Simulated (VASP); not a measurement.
# Te2Mo in VASP: notebook

Te2Mo is run at these levels: PBE; tasks: single point.

Program: VASP 6.6.1. These are calculated values, not measurements. Logs are shortened: lines on timing, memory, paths and dates and some standing lists are left out, and cuts for length are marked.

### 1 The cell of the first run

The cell holds a slab with vacuum, 6 atoms: a = 3.555 Å, b = 3.555 Å, c = 35.037 Å, α = 90.00°, β = 90.00°, γ = 120.00°.

### 2 Single point, PBE (atoms displaced along several vibrational modes)

Contents of INCAR:

```
  PREC = Accurate
  ENCUT = 520
  EDIFF = 1E-6
  ISMEAR = 0
  SIGMA = 0.05
  LREAL = F
  LASPH = T
  NELM = 80
  ALGO = Normal
  ISIF = 2
  LWAVE = F
  LCHARG = F
  GGA = PE
  NBANDS = 35
```

Contents of KPOINTS:

```
Automatic mesh
0
Gamma
  9 9 1
```

Contents of POSCAR:

```
Te2Mo
1.0
    3.5549909197      0.0000000000      0.0000000000
   -1.7774954599      3.0787124467      0.0000000000
    0.0000000000      0.0000000000     35.0365360304
Te Mo
4 2
Direct
    0.3333333333      0.6666666667      0.4491776817
    0.3219971581      0.6666666667      0.9483984951
    0.3446695086      0.6666666667      0.0516015049
    0.3333333333      0.6666666667      0.5508223183
    0.0000000000      0.0000000000      0.0000000000
    0.0000000000      0.0000000000      0.5000000000
```

Potentials or basis: VASP PAW PBE potentials, release 64 (Te, Mo_sv).

Command:

```
> cat potpaw_PBE.64/Te/POTCAR potpaw_PBE.64/Mo_sv/POTCAR > POTCAR
> mpirun -np 1 vasp_std > vasp.out
```

OUTCAR:

```text
PREC = Accurate
   ENCUT = 520
   EDIFF = 1E-6
   ISMEAR = 0
   LREAL = F
   LASPH = T
   NELM = 80
   ISIF = 2
   GGA = PE

 ion  position               nearest neighbor table
   1  0.333  0.667  0.449-   6 2.72   6 2.72   6 2.72   4 3.56
   2  0.322  0.667  0.948-   5 2.71   5 2.74   5 2.76   3 3.62
   3  0.345  0.667  0.052-   5 2.71   5 2.74   5 2.76   2 3.62
   4  0.333  0.667  0.551-   6 2.72   6 2.72   6 2.72   1 3.56
   5  0.000  0.000  0.000-   3 2.71   2 2.71   3 2.74   2 2.74   2 2.76   3 2.76
   6  0.000  0.000  0.500-   1 2.72   4 2.72   1 2.72   4 2.72   1 2.72   4 2.72

  LATTYP: Found a hexagonal cell.
 ALAT       =     3.5549909197
 C/A-ratio  =     9.8555908642

  Lattice vectors:

 A1 = (   3.5549909197,   0.0000000000,   0.0000000000)
 A2 = (  -1.7774954599,   3.0787124467,   0.0000000000)
 A3 = (   0.0000000000,   0.0000000000,  35.0365360304)

Analysis of symmetry for initial positions (statically):
=====================================================================
 Subroutine PRICEL returns:
 Original cell was already a primitive cell.

 Routine SETGRP: Setting up the symmetry group for a
 hexagonal supercell.

 Subroutine GETGRP returns: Found  2 space group operations
 (whereof  2 operations were pure point group operations)
 out of a pool of 24 trial point group operations.

The static configuration has the point symmetry C_2 .

Analysis of symmetry for dynamics (positions and initial velocities):
=====================================================================
 Subroutine PRICEL returns:
 Original cell was already a primitive cell.

 Routine SETGRP: Setting up the symmetry group for a
 hexagonal supercell.

 Subroutine GETGRP returns: Found  2 space group operations
 (whereof  2 operations were pure point group operations)
 out of a pool of 24 trial point group operations.

The dynamic configuration has the point symmetry C_2 .

 Subroutine INISYM returns: Found  2 space group operations
 (whereof  2 operations are pure point group operations),
 and found     1 'primitive' translations

----------------------------------------------------------------------------------------

                                     Primitive cell

  volume of cell :     383.4677

  direct lattice vectors                    reciprocal lattice vectors
     3.554990920  0.000000000  0.000000000     0.281294671  0.162405554  0.000000000
    -1.777495460  3.078712447  0.000000000     0.000000000  0.324811108  0.000000000
     0.000000000  0.000000000 35.036536030     0.000000000  0.000000000  0.028541634

  length of vectors
     3.554990920  3.554990920 35.036536030     0.324811108  0.324811108  0.028541634

  position of ions in fractional coordinates (direct lattice)
     0.333333333  0.666666667  0.449177682
     0.321997158  0.666666667  0.948398495
     0.344669509  0.666666667  0.051601505
     0.333333333  0.666666667  0.550822318
     0.000000000  0.000000000  0.000000000
     0.000000000  0.000000000  0.500000000

  ion indices of the primitive-cell ions
   primitive index   ion index
                 1           1
                 2           2
                 3           3
                 4           4
                 5           5
                 6           6

----------------------------------------------------------------------------------------

 KPOINTS: Automatic mesh

Automatic generation of k-mesh.
 Grid dimensions read from file:
 generate k-points for:    9    9    1

 Generating k-lattice:

  Cartesian coordinates                     Fractional coordinates (reciprocal lattice)
     0.031254963  0.018045062  0.000000000     0.111111111 -0.000000000  0.000000000
     0.000000000  0.036090123  0.000000000     0.000000000  0.111111111  0.000000000
     0.000000000  0.000000000  0.028541634     0.000000000  0.000000000  1.000000000

  Length of vectors
     0.036090123  0.036090123  0.028541634

  Shift w.r.t. Gamma in fractional coordinates (k-lattice)
     0.000000000  0.000000000  0.000000000

 Subroutine IBZKPT returns following result:
 ===========================================

 Found     25 irreducible k-points:

 Following reciprocal coordinates:
            Coordinates               Weight
  0.000000  0.000000  0.000000      1.000000
  0.111111  0.000000  0.000000      4.000000
  0.000000  0.111111  0.000000      2.000000
  0.222222  0.000000  0.000000      4.000000
  0.000000  0.222222  0.000000      2.000000
  0.333333  0.000000  0.000000      4.000000
[... 16 lines left out ...]
 -0.222222 -0.444444  0.000000      4.000000
  0.444444  0.333333  0.000000      4.000000
   k-points           NKPTS =     25   k-points in BZ     NKDIM =     25   number of bands    NBANDS=     35
   number of dos      NEDOS =    301   number of ions     NIONS =      6
   total plane-waves  NPLWV = 211680
   dimension x,y,z NGX =    28 NGY =   28 NGZ =  270
   dimension x,y,z NGXF=    56 NGYF=   56 NGZF=  540
   ions per type =               4   2
   NGX,Y,Z   is equivalent  to a cutoff of  13.09, 13.09, 12.81 a.u.
   NGXF,Y,Z  is equivalent  to a cutoff of  26.19, 26.19, 25.62 a.u.
 SYSTEM =  unknown system
   PREC   = accura    normal or accurate (medium, high low for compatibility)
   ISTART =      0    job   : 0-new  1-cont  2-samecut
   ICHARG =      2    charge: 1-file 2-atom 10-const
   ISPIN  =      1    spin polarized calculation?
   LNONCOLLINEAR =      F non collinear calculations
   LSORBIT =      F    spin-orbit coupling
   LASPH  =      T    aspherical Exc in radial PAW
   ENCUT  =  520.0 eV  38.22 Ry    6.18 a.u.   6.61  6.61 65.14*2*pi/ulx,y,z
   NELM   =     80;   NELMIN=  2; NELMDL= -5     # of ELM steps
   EDIFF  = 0.1E-05   stopping-criterion for ELM
   LREAL  =      F    real-space projection
   EDIFFG = 0.1E-04   stopping-criterion for IOM
   NSW    =      0    number of steps for IOM
   IBRION =     -1    ionic relax: 0-MD 1-quasi-New 2-CG
   NFREE  =      0    steps in history (QN), initial steepest desc. (CG)
   ISIF   =      2    stress and relaxation
   ISYM   =      2    0-nonsym 1-usesym 2-fastsym
   POTIM  = 0.5000    time-step for ionic-motion
   TEBEG  =    0.0;   TEEND  =   0.0 temperature during run
   PSTRESS=    0.0 pullay stress
   NELECT =      52.0000    total number of electrons
   NUPDOWN=      -1.0000    fix difference up-down
   EMIN   =  10.00;   EMAX   =-10.00  energy-range for DOS
   EFERMI =   0.00;   METHOD = LEGACY
   ISMEAR =     0;   SIGMA  =   0.05  broadening in eV -4-tet -1-fermi 0-gaus
   EFERMI_NEDOS =   21; number of points for ismear=-14 and -15
   IALGO  =     38    algorithm
   IMIX   =      4    mixing-type and parameters
     AMIX     =   0.40;   BMIX     =  1.00
     AMIX_MAG =   1.60;   BMIX_MAG =  1.00
  volume/ion in A,a.u.               =      63.91       431.29
  Fermi-wavevector in a.u.,A,eV,Ry     =   0.841072  1.589395  9.624783  0.707402
  Thomas-Fermi vector in A             =   1.955557
   LORBIT       =      0    0 simple, 1 ext, 2 COOP (PROOUT), +10 PAW based schemes
   GGA     = PE    functional components
   LHFCALC =     F    Hartree Fock is set to
   AEXX    =    0.0000 exact exchange contribution
   IVDW    =     0    specifies the selected vdW correction
   LEPSILON=     F    determine dielectric tensor
   LRPA    =     F    only Hartree local field effects (RPA)
 non-spin polarized calculation
 Gauss-broadening in eV      SIGMA  =   0.05
  energy-cutoff  :      520.00
  volume of cell :      383.47
 maximum number of plane-waves:     10463
   NGX = 13   NGY = 13   NGZ =131

 number of electron      51.9999991 magnetization

 Free energy of the ion-electron system (eV)
  ---------------------------------------------------
  ext. energy  EPLUGINS =         0.00000000
  ---------------------------------------------------
  free energy    TOTEN  =       -36.02883002 eV

  energy without entropy =      -36.02883002  energy(sigma->0) =      -36.02883002

 E-fermi :   0.5566     XC(G=0):  -4.7490

 val. band max:        0.1560689334   @ k =   0.3333   0.3333   0.0000
 cond. band min:       1.1453312848   @ k =   0.3333   0.3333   0.0000
 fundamental gap:      0.9892623514
 Fermi energy:         0.5566091623

 k-point     1 :       0.0000    0.0000    0.0000
  band No.  band energies     occupation
      1     -60.5497      2.00000
      2     -60.5342      2.00000
      3     -34.6986      2.00000
      4     -34.6805      2.00000
      5     -34.6047      2.00000
      6     -34.6047      2.00000
[... 27 lines left out ...]
     34       3.5029      0.00000
     35       4.2958      0.00000

 k-point     2 :       0.1111    0.0000    0.0000
  band No.  band energies     occupation
      1     -60.5487      2.00000
      2     -60.5332      2.00000
      3     -34.6955      2.00000
      4     -34.6775      2.00000
      5     -34.6186      2.00000
      6     -34.6079      2.00000
[... 27 lines left out ...]
     34       3.3474      0.00000
     35       4.5519      0.00000

 k-point     3 :       0.0000    0.1111    0.0000
  band No.  band energies     occupation
      1     -60.5487      2.00000
      2     -60.5332      2.00000
      3     -34.6955      2.00000
      4     -34.6775      2.00000
      5     -34.6186      2.00000
      6     -34.6079      2.00000
[... 27 lines left out ...]
     34       3.3419      0.00000
     35       4.5521      0.00000

 k-point     4 :       0.2222    0.0000    0.0000
  band No.  band energies     occupation
      1     -60.5461      2.00000
      2     -60.5307      2.00000
      3     -34.6876      2.00000
      4     -34.6701      2.00000
      5     -34.6535      2.00000
      6     -34.6242      2.00000
[... 27 lines left out ...]
     34       3.6099      0.00000
     35       5.0610      0.00000

 k-point     5 :       0.0000    0.2222    0.0000
  band No.  band energies     occupation
      1     -60.5461      2.00000
      2     -60.5307      2.00000
      3     -34.6876      2.00000
      4     -34.6700      2.00000
      5     -34.6535      2.00000
      6     -34.6240      2.00000
[... 638 lines left out ...]
 k-point    22 :       0.3333    0.2222    0.0000
  band No.  band energies     occupation
      1     -60.5405      2.00000
      2     -60.5253      2.00000
      3     -34.7048      2.00000
      4     -34.6744      2.00000
      5     -34.6704      2.00000
      6     -34.6590      2.00000
[... 27 lines left out ...]
     34       3.9635      0.00000
     35       4.9521      0.00000

 k-point    23 :      -0.2222   -0.4444    0.0000
  band No.  band energies     occupation
      1     -60.5405      2.00000
      2     -60.5253      2.00000
      3     -34.7048      2.00000
      4     -34.6741      2.00000
      5     -34.6704      2.00000
      6     -34.6590      2.00000
[... 27 lines left out ...]
     34       3.9635      0.00000
     35       4.9430      0.00000

 k-point    24 :       0.4444    0.3333    0.0000
  band No.  band energies     occupation
      1     -60.5405      2.00000
      2     -60.5253      2.00000
      3     -34.7048      2.00000
      4     -34.6746      2.00000
      5     -34.6704      2.00000
      6     -34.6590      2.00000
[... 27 lines left out ...]
     34       3.9635      0.00000
     35       4.9582      0.00000

 [... further k-points ...]

------------------------ aborting loop because EDIFF is reached ----------------------------------------

  FORCE on cell =-STRESS in cart. coord.  units (eV):
  Direction    XX          YY          ZZ          XY          YZ          ZX
  --------------------------------------------------------------------------------------
  -------------------------------------------------------------------------------------
  Total        0.4916916      0.4920845      1.4623317     -0.0000000      0.0000000     -0.8893863
  in kB        2.0543506      2.0559924      6.1098098     -0.0000000      0.0000000     -3.7159702
  external PRESSURE =       3.4067176 kB  Pullay stress =       0.0000000 kB

 VOLUME and BASIS-vectors are now :
 -----------------------------------------------------------------------------
  energy-cutoff  :      520.00
  volume of cell :      383.47
      direct lattice vectors                 reciprocal lattice vectors
     3.554990920  0.000000000  0.000000000     0.281294671  0.162405554  0.000000000
    -1.777495460  3.078712447  0.000000000     0.000000000  0.324811108  0.000000000
     0.000000000  0.000000000 35.036536030     0.000000000  0.000000000  0.028541634

 POSITION                                       TOTAL-FORCE (eV/Angst)
 -----------------------------------------------------------------------------------
     -0.00000      2.05247     15.73763         0.000016      0.000009     -0.390978
     -0.04030      2.05247     33.22860         0.245962     -0.007958     -0.025583
      0.04030      2.05247      1.80794        -0.245962     -0.007958      0.025583
     -0.00000      2.05247     19.29891        -0.000016      0.000009      0.390978
      0.00000      0.00000      0.00000        -0.000000      0.015891      0.000000
      0.00000      0.00000     17.51827        -0.000000      0.000008      0.000000
 -----------------------------------------------------------------------------------
    total drift:                                0.000000     -0.000051     -0.000000

  FREE ENERGIE OF THE ION-ELECTRON SYSTEM (eV)
  ---------------------------------------------------
  free  energy   TOTEN  =       -36.0288300178 eV

  energy  without entropy=      -36.0288300178  energy(sigma->0) =      -36.02883002
```

Run time: 15 min. Hardware: 1 thread of Oxide Virtual Turin-like, shared host; peak memory 0.62 GiB.

Results:

```yaml
Free_energy: -36.0288 eV
Largest_force: 0.391 eV/Å
Band_gap_on_the_k_mesh: 0.99 eV
```

Forces on the atoms (eV/Å):
```
Te   0.000  0.000 -0.391
Te   0.246 -0.008 -0.026
Te  -0.246 -0.008  0.026
Te   0.000  0.000  0.391
Mo   0.000  0.016  0.000
Mo   0.000  0.000  0.000
```

Levels at points of the mesh, in eV from the valence-band top:
```csv
k point,band 22,band 23,band 24,band 25,band 26,band 27,band 28,band 29,band 30,band 31
"(0.00, 0.00, 0.00)",-0.98,-0.88,-0.87,-0.44,-0.43,3.04,3.04,3.04,3.04,3.32
```

Caveat: the cell differs from its parent crystal (atoms displaced along several vibrational modes); there is no dipole correction, which matters where the two faces differ; spin-orbit coupling is left out, which moves the levels of the heavy elements.

### 3 Single point, PBE (atoms displaced along several vibrational modes)

Contents of INCAR:

```
  ALGO = Normal
  EDIFF = 1E-6
  ENCUT = 520
  GGA = PE
  ISIF = 2
  ISMEAR = 0
  LASPH = True
  LCHARG = False
  LREAL = False
  LWAVE = False
  NBANDS = 35
  NELM = 80
  PREC = Accurate
  SIGMA = 0.05
```

Contents of KPOINTS:

```
k-points
0
Gamma
  9 9 1
```

POSCAR, as its differences from that of step 2:

```diff
@@ -8,6 +8,6 @@
 Direct
-    0.3333333333      0.6666666667      0.4491776817
+    0.3333333333      0.6666666667      0.4499597225
     0.3219971581      0.6666666667      0.9483984951
     0.3446695086      0.6666666667      0.0516015049
-    0.3333333333      0.6666666667      0.5508223183
+    0.3333333333      0.6666666667      0.5500402775
     0.0000000000      0.0000000000      0.0000000000
```

Potentials or basis: VASP PAW PBE potentials, release 64 (Te, Mo_sv).

Command:

```
> cat potpaw_PBE.64/Te/POTCAR potpaw_PBE.64/Mo_sv/POTCAR > POTCAR
> mpirun -np 1 vasp_std > vasp.out
```

Run time: 14 min. Hardware: 1 thread of Oxide Virtual Turin-like, shared host; peak memory 0.62 GiB.

It converged, with:

```yaml
Free_energy: -35.9964 eV
Largest_force: 0.799 eV/Å
Band_gap_on_the_k_mesh: 0.89 eV
```

Forces in eV/Å, atoms in the order of the input:
```
Te   0.000  0.000 -0.799
Te   0.246 -0.008 -0.026
Te  -0.246 -0.008  0.026
Te   0.000  0.000  0.799
Mo   0.000  0.016  0.000
Mo   0.000  0.000  0.000
```

Levels at points of the mesh, in eV from the valence-band top:
```
           k point  band 22  band 23  band 24  band 25  band 26  band 27  band 28  band 29  band 30  band 31
(0.00, 0.00, 0.00)    -1.08    -0.88    -0.87    -0.44    -0.41     3.03     3.03     3.04     3.04     3.32
```

Caveat: the cell differs from its parent crystal (atoms displaced along several vibrational modes); there is no dipole correction, which matters where the two faces differ; spin-orbit coupling is left out, which moves the levels of the heavy elements.

### 4 Single point, PBE (atoms displaced along several vibrational modes)

Contents of INCAR:

```
  PREC = Accurate
  ENCUT = 520
  EDIFF = 1E-6
  ISMEAR = 0
  SIGMA = 0.05
  LREAL = F
  LASPH = T
  NELM = 80
  ALGO = Normal
  ISIF = 2
  LWAVE = F
  LCHARG = F
  GGA = PE
  NBANDS = 35
```

Contents of KPOINTS:

```
Automatic mesh
0
Gamma
  9 9 1
```

POSCAR, as its differences from that of step 3:

```diff
@@ -8,6 +8,6 @@
 Direct
-    0.3333333333      0.6666666667      0.4499597225
+    0.3333333333      0.6666666667      0.4483984951
     0.3219971581      0.6666666667      0.9483984951
     0.3446695086      0.6666666667      0.0516015049
-    0.3333333333      0.6666666667      0.5500402775
+    0.3333333333      0.6666666667      0.5516015049
     0.0000000000      0.0000000000      0.0000000000
```

Command:

```
> cat potpaw_PBE.64/Te/POTCAR potpaw_PBE.64/Mo_sv/POTCAR > POTCAR
> mpirun -np 1 vasp_std > vasp.out
```

Wall time 16 min (1 thread of Oxide Virtual Turin-like, shared host); peak memory 0.63 GiB.

Results (log left out):

```yaml
Free_energy: -36.0397 eV
Largest_force: 0.247 eV/Å
Band_gap_on_the_k_mesh: 1.08 eV
```

Forces on the atoms (eV/Å):
```
Te   0.000  0.000 -0.013
Te   0.246 -0.008 -0.026
Te  -0.246 -0.008  0.026
Te   0.000  0.000  0.013
Mo   0.000  0.016  0.000
Mo   0.000  0.000  0.000
```

Levels at points of the mesh, in eV from the valence-band top:
| k point | band 23 | band 24 | band 25 | band 26 | band 27 | band 28 | band 29 | band 30 |
| --- | --- | --- | --- | --- | --- | --- | --- | --- |
| (0.00, 0.00, 0.00) | -0.87 | -0.87 | -0.45 | -0.44 | 3.04 | 3.04 | 3.05 | 3.05 |

Caveat: the cell differs from its parent crystal (atoms displaced along several vibrational modes); there is no dipole correction, which matters where the two faces differ; spin-orbit coupling is left out, which moves the levels of the heavy elements.

### 5 Single point, PBE (atoms displaced along several vibrational modes)

Contents of INCAR:

```
SYSTEM = Te2Mo
PREC = Accurate
ENCUT = 520
EDIFF = 1E-7
ISMEAR = 0
SIGMA = 0.05
LREAL = .False.
LASPH = .True.
NELM = 60
ALGO = Normal
ISIF = 2
LWAVE = .False.
LCHARG = .False.
GGA = PE
NBANDS = 35
```

Contents of KPOINTS:

```
regular mesh
0
Gamma
  9 9 1
  0 0 0
```

POSCAR, as its differences from that of step 4:

```diff
@@ -9,4 +9,4 @@
     0.3333333333      0.6666666667      0.4483984951
-    0.3219971581      0.6666666667      0.9483984951
-    0.3446695086      0.6666666667      0.0516015049
+    0.2992966782      0.6666666667      0.9483984951
+    0.3673699885      0.6666666667      0.0516015049
     0.3333333333      0.6666666667      0.5516015049
```

Command:

```
> cat potpaw_PBE.64/Te/POTCAR potpaw_PBE.64/Mo_sv/POTCAR > POTCAR
> mpirun -np 1 vasp_std > vasp.out
```

Wall time 21 min (1 thread of Oxide Virtual Turin-like, shared host); peak memory 0.59 GiB.

Results (log left out):

- Free energy: -35.9603 eV
- Largest force: 0.751 eV/Å
- Band gap on the k mesh: 1.06 eV

Forces in eV/Å, atoms in the order of the input:
```
Te   0.000  0.000 -0.013
Te   0.737 -0.071 -0.127
Te  -0.737 -0.071  0.127
Te   0.000  0.000  0.013
Mo   0.000  0.143  0.000
Mo   0.000  0.000  0.000
```

Levels at points of the mesh, in eV from the valence-band top:
```tsv
k point	band 24	band 25	band 26	band 27	band 28	band 29
(0.00, 0.00, 0.00)	-0.88	-0.45	-0.41	2.97	2.99	3.04
```

Caveat: the cell differs from its parent crystal (atoms displaced along several vibrational modes); there is no dipole correction, which matters where the two faces differ; spin-orbit coupling is left out, which moves the levels of the heavy elements.

### 6 Overview

```tsv
cell	gap on the mesh (eV)	largest force (eV/Å)
as given, atomic positions A	0.99	0.39
as given, atomic positions B	0.89	0.80
as given, atomic positions C	1.08	0.25
as given, atomic positions D	1.06	0.75
```

Alike in all rows: task single point; level PBE; potentials or basis VASP PAW PBE potentials, release 64 (Te, Mo_sv); no spin polarisation; k mesh 9 × 9 × 1; cutoff (eV) 520; smearing gaussian 0.05 eV.

Caveats: there is no dipole correction, which matters where the two faces differ; spin-orbit coupling is left out, which moves the levels of the heavy elements.

Total energies depend on the potentials used, so only differences within one code and one set of settings carry meaning.
